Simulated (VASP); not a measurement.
# Ni (Fm-3m) in VASP: relaxation of cell and atoms with PBE

Aim: the relaxation of cell and atoms of Ni with PBE.

All numbers are computed with VASP 6.6.1; they aren't measurements. Logs are shortened: lines on timing, memory, paths and dates and some standing lists are left out, and cuts for length are marked.

## 1. The cell of the first run

Symmetry: Fm-3m, No. 225, cubic system. The conventional cell has a = 3.283 Å, b = 3.283 Å, c = 3.283 Å, α = 90.00°, β = 90.00°, γ = 90.00°. Within 3.1 Å of Ni (site symmetry m-3m) lie 12 Ni at 2.32 Å.

## 2. Relaxation of cell and atoms, PBE, collinear spin, ferromagnetic start, target pressure 69 GPa, at which the enthalpy is minimised

Input file INCAR:

```
PREC = Accurate
ENCUT = 600
EDIFF = 1E-6
ISMEAR = -1
SIGMA = 0.08
LREAL = False
LASPH = True
NELM = 150
ALGO = Normal
ISIF = 3
LWAVE = False
LCHARG = False
ISPIN = 2
MAGMOM = 1
LORBIT = 11
LMAXMIX = 4
GGA = PE
IBRION = 2
NSW = 60
EDIFFG = -0.005
PSTRESS = 690.0
```

Input file KPOINTS:

```
regular mesh
0
Gamma
  20 20 20
```

Input file POSCAR:

```
Ni
1.0
    0.0000000000      1.6414142818      1.6414142818
    1.6414142818      0.0000000000      1.6414142818
    1.6414142818      1.6414142818      0.0000000000
Ni
1
Direct
    0.0000000000      0.0000000000      0.0000000000
```

Potentials or basis: VASP PAW PBE potentials, release 64 (Ni).

Run with:

```bash
$ cat potpaw_PBE.64/Ni/POTCAR > POTCAR
$ mpirun -np 1 vasp_std > vasp.out
```

OUTCAR:

```text
PREC = Accurate
   ENCUT = 600
   EDIFF = 1E-6
   ISMEAR = -1
   LREAL = False
   LASPH = True
   NELM = 150
   ISIF = 3
   ISPIN = 2
   LORBIT = 11
   GGA = PE
   IBRION = 2
   NSW = 60
   EDIFFG = -0.005
   PSTRESS = 690.0

 ion  position               nearest neighbor table
   1  0.000  0.000  0.000-

  LATTYP: Found a face centered cubic cell.
 ALAT       =     3.2828285636

  Lattice vectors:

 A1 = (   0.0000000000,   1.6414142818,   1.6414142818)
 A2 = (   1.6414142818,   0.0000000000,   1.6414142818)
 A3 = (   1.6414142818,   1.6414142818,   0.0000000000)

Analysis of symmetry for initial positions (statically):
=====================================================================
 Subroutine PRICEL returns:
 Original cell was already a primitive cell.

 Routine SETGRP: Setting up the symmetry group for a
 face centered cubic supercell.

 Subroutine GETGRP returns: Found 48 space group operations
 (whereof 48 operations were pure point group operations)
 out of a pool of 48 trial point group operations.

The static configuration has the point symmetry O_h .

Analysis of symmetry for dynamics (positions and initial velocities):
=====================================================================
 Subroutine PRICEL returns:
 Original cell was already a primitive cell.

 Routine SETGRP: Setting up the symmetry group for a
 face centered cubic supercell.

 Subroutine GETGRP returns: Found 48 space group operations
 (whereof 48 operations were pure point group operations)
 out of a pool of 48 trial point group operations.

The dynamic configuration has the point symmetry O_h .

Analysis of structural, dynamic, and magnetic symmetry:
=====================================================================
 Subroutine PRICEL returns:
 Original cell was already a primitive cell.

 Routine SETGRP: Setting up the symmetry group for a
 face centered cubic supercell.

 Subroutine GETGRP returns: Found 48 space group operations
 (whereof 48 operations were pure point group operations)
 out of a pool of 48 trial point group operations.

The overall configuration has the point symmetry O_h .

 Subroutine INISYM returns: Found 48 space group operations
 (whereof 48 operations are pure point group operations),
 and found     1 'primitive' translations

----------------------------------------------------------------------------------------

                                     Primitive cell

  volume of cell :       8.8447

  direct lattice vectors                    reciprocal lattice vectors
     0.000000000  1.641414282  1.641414282    -0.304615359  0.304615359  0.304615359
     1.641414282  0.000000000  1.641414282     0.304615359 -0.304615359  0.304615359
     1.641414282  1.641414282  0.000000000     0.304615359  0.304615359 -0.304615359

  length of vectors
     2.321310339  2.321310339  2.321310339     0.527609278  0.527609278  0.527609278

  position of ions in fractional coordinates (direct lattice)
     0.000000000  0.000000000  0.000000000

  ion indices of the primitive-cell ions
   primitive index   ion index
                 1           1

----------------------------------------------------------------------------------------

 KPOINTS: regular mesh

Automatic generation of k-mesh.
 Grid dimensions read from file:
 generate k-points for:   20   20   20

 Generating k-lattice:

  Cartesian coordinates                     Fractional coordinates (reciprocal lattice)
    -0.015230768  0.015230768  0.015230768     0.050000000  0.000000000  0.000000000
     0.015230768 -0.015230768  0.015230768     0.000000000  0.050000000  0.000000000
     0.015230768  0.015230768 -0.015230768     0.000000000  0.000000000  0.050000000

  Length of vectors
     0.026380464  0.026380464  0.026380464

  Shift w.r.t. Gamma in fractional coordinates (k-lattice)
     0.000000000  0.000000000  0.000000000

 Subroutine IBZKPT returns following result:
 ===========================================

 Found    256 irreducible k-points:

 Following reciprocal coordinates:
            Coordinates               Weight
  0.000000  0.000000  0.000000      1.000000
  0.050000  0.000000  0.000000      8.000000
  0.100000  0.000000  0.000000      8.000000
  0.150000  0.000000  0.000000      8.000000
  0.200000  0.000000  0.000000      8.000000
  0.250000  0.000000  0.000000      8.000000
[... 16 lines left out ...]
 -0.400000  0.050000  0.000000     24.000000
 -0.350000  0.050000  0.000000     24.000000
 [... further k-points ...]
   k-points           NKPTS =    256   k-points in BZ     NKDIM =    256   number of bands    NBANDS=     10
   number of dos      NEDOS =    301   number of ions     NIONS =      1
   total plane-waves  NPLWV =   8000
   dimension x,y,z NGX =    20 NGY =   20 NGZ =   20
   dimension x,y,z NGXF=    40 NGYF=   40 NGZF=   40
   ions per type =               1
   NGX,Y,Z   is equivalent  to a cutoff of  14.32, 14.32, 14.32 a.u.
   NGXF,Y,Z  is equivalent  to a cutoff of  28.65, 28.65, 28.65 a.u.
 SYSTEM =  unknown system
   PREC   = accura    normal or accurate (medium, high low for compatibility)
   ISTART =      0    job   : 0-new  1-cont  2-samecut
   ICHARG =      2    charge: 1-file 2-atom 10-const
   ISPIN  =      2    spin polarized calculation?
   LNONCOLLINEAR =      F non collinear calculations
   LSORBIT =      F    spin-orbit coupling
   LASPH  =      T    aspherical Exc in radial PAW
   ENCUT  =  600.0 eV  44.10 Ry    6.64 a.u.   4.64  4.64  4.64*2*pi/ulx,y,z
   NELM   =    150;   NELMIN=  2; NELMDL= -5     # of ELM steps
   EDIFF  = 0.1E-05   stopping-criterion for ELM
   LREAL  =      F    real-space projection
   EDIFFG = -.5E-02   stopping-criterion for IOM
   NSW    =     60    number of steps for IOM
   IBRION =      2    ionic relax: 0-MD 1-quasi-New 2-CG
   NFREE  =      1    steps in history (QN), initial steepest desc. (CG)
   ISIF   =      3    stress and relaxation
   ISYM   =      2    0-nonsym 1-usesym 2-fastsym
   POTIM  = 0.5000    time-step for ionic-motion
   TEBEG  =    0.0;   TEEND  =   0.0 temperature during run
   PSTRESS=  690.0 pullay stress
   NELECT =      10.0000    total number of electrons
   NUPDOWN=      -1.0000    fix difference up-down
   EMIN   =  10.00;   EMAX   =-10.00  energy-range for DOS
   EFERMI =   0.00;   METHOD = LEGACY
   ISMEAR =    -1;   SIGMA  =   0.08  broadening in eV -4-tet -1-fermi 0-gaus
   EFERMI_NEDOS =   21; number of points for ismear=-14 and -15
   IALGO  =     38    algorithm
   IMIX   =      4    mixing-type and parameters
     AMIX     =   0.40;   BMIX     =  1.00
     AMIX_MAG =   1.60;   BMIX_MAG =  1.00
  volume/ion in A,a.u.               =       8.84        59.69
  Fermi-wavevector in a.u.,A,eV,Ry     =   1.705480  3.222890 39.574748  2.908662
  Thomas-Fermi vector in A             =   2.784692
   LORBIT       =     11    0 simple, 1 ext, 2 COOP (PROOUT), +10 PAW based schemes
   GGA     = PE    functional components
   LHFCALC =     F    Hartree Fock is set to
   AEXX    =    0.0000 exact exchange contribution
   IVDW    =     0    specifies the selected vdW correction
   LEPSILON=     F    determine dielectric tensor
   LRPA    =     F    only Hartree local field effects (RPA)
 conjugate gradient relaxation of ions
 spin polarized calculation
  energy-cutoff  :      600.00
  volume of cell :        8.84
 maximum number of plane-waves:       306
   NGX =  9   NGY =  9   NGZ =  9

--------------------------------------- Ionic step        1  -------------------------------------------

 number of electron      10.0000000 magnetization       1.0000000

 number of electron       9.9999994 magnetization       0.5653356

 Free energy of the ion-electron system (eV)
  ---------------------------------------------------
  ext. energy  EPLUGINS =         0.00000000
  ---------------------------------------------------
  free energy    TOTEN  =        -5.13353223 eV

  energy without entropy =       -5.10349104  energy(sigma->0) =       -5.11851164

------------------------ aborting loop because EDIFF is reached ----------------------------------------

  FORCE on cell =-STRESS in cart. coord.  units (eV):
  Direction    XX          YY          ZZ          XY          YZ          ZX
  --------------------------------------------------------------------------------------
  -------------------------------------------------------------------------------------
  Total        3.7270440      3.7270440      3.7270440      0.0000000      0.0000000      0.0000000
  in kB      675.1347911    675.1347911    675.1347911      0.0000000      0.0000000      0.0000000
  external PRESSURE =     -14.8652089 kB  Pullay stress =     690.0000000 kB
[... 96 lines left out ...]
  enthalpy is  TOTEN    =        -1.3245135099 eV   P V=        3.7988877470

--------------------------------------- Ionic step        4  -------------------------------------------

 number of electron       9.9999994 magnetization       0.5650057

 Free energy of the ion-electron system (eV)
  ---------------------------------------------------
  ext. energy  EPLUGINS =         0.00000000
  ---------------------------------------------------
  free energy    TOTEN  =        -5.12419964 eV

  energy without entropy =       -5.09420950  energy(sigma->0) =       -5.10920457

 E-fermi :  12.6868     XC(G=0): -14.5402

 val. band max:       12.6849669048   @ k =  -0.2500   0.1000   0.0000
 cond. band min:      12.6898353258   @ k =   0.3500   0.2000   0.0500
 fundamental gap:      0.0048684210
 Fermi energy:        12.6867686145

 spin component 1

 k-point     1 :       0.0000    0.0000    0.0000
  band No.  band energies     occupation
      1       2.1329      1.00000
      2       9.6824      1.00000
      3       9.6824      1.00000
      4       9.6824      1.00000
      5      11.2489      1.00000
      6      11.2489      1.00000
      7      38.1594      0.00000
      8      43.7179      0.00000
      9      43.7179      0.00000
     10      43.7179      0.00000
[... 287 lines left out ...]
 k-point    24 :      -0.3500    0.0500    0.0000
  band No.  band energies     occupation
      1       6.3133      1.00000
      2       9.7581      1.00000
      3       9.8332      1.00000
      4       9.9664      1.00000
      5      11.7307      0.99999
      6      12.1921      0.99794
      7      23.7165      0.00000
      8      36.5726      0.00000
      9      40.0163      0.00000
     10      42.7622      0.00000

 [... further k-points ...]

 spin component 2

 k-point     1 :       0.0000    0.0000    0.0000
  band No.  band energies     occupation
      1       2.1194      1.00000
      2      10.3550      1.00000
      3      10.3550      1.00000
      4      10.3550      1.00000
      5      11.7883      0.99999
      6      11.7883      0.99999
      7      38.0477      0.00000
      8      43.6952      0.00000
      9      43.6952      0.00000
     10      43.6952      0.00000
[... 327 lines left out ...]
  FREE ENERGIE OF THE ION-ELECTRON SYSTEM (eV)
  ---------------------------------------------------
  free  energy   TOTEN  =        -5.1241996379 eV

  energy  without entropy=       -5.0942095030  energy(sigma->0) =       -5.10920457

  enthalpy is  TOTEN    =        -1.3245137812 eV   P V=        3.7996858566

 reached required accuracy - stopping structural energy minimisation

 total charge

# of ion       s       p       d       tot
------------------------------------------
    1        0.601   0.718   8.455   9.774

 magnetization (x)

# of ion       s       p       d       tot
------------------------------------------
    1       -0.006  -0.025   0.590   0.558
```

It took 72 s on 1 thread of AMD EPYC 9R45 (Zen 5), shared host; peak memory 0.14 GiB.

Results:

```yaml
Free_energy: -5.1242 eV
Relaxed_volume: 8.82 Å³/atom
Relaxed_cell: a = 2.319 Å, b = 2.319 Å, c = 2.319 Å, α = 60.00°, β = 60.00°, γ = 60.00°
Space_group_after_relaxing_to_0.1_Å: Fm-3m (No. 225)
Energy_change_on_relaxing_the_run_minimises_the_enthalpy: +9.3 meV/atom
Ionic_steps: 4
Pressure_after_relaxing: 69.0 GPa
Net_moment: 0.57 μB per cell
Site_moments: Ni +0.56 μB
Valence_electrons_inside_the_program's_atomic_spheres: Ni 9.77
```

Step by step:
```tsv
step	energy change (eV)	largest force (eV/Å)	pressure (GPa)	volume (Å³)
1	0.0000	0.0000	67.51	8.84
2	0.0462	0.0000	73.73	8.74
3	0.0101	0.0000	69.13	8.82
4	0.0093	0.0000	68.97	8.82
```

Final structure:
```
CELL_PARAMETERS angstrom
0.00000 1.64006 1.64006
1.64006 0.00000 1.64006
1.64006 1.64006 0.00000
ATOMIC_POSITIONS crystal
Ni 0.00000 0.00000 0.00000
```

Caveat: the cell is relaxed towards a set pressure, so the run minimises the enthalpy, not the energy.
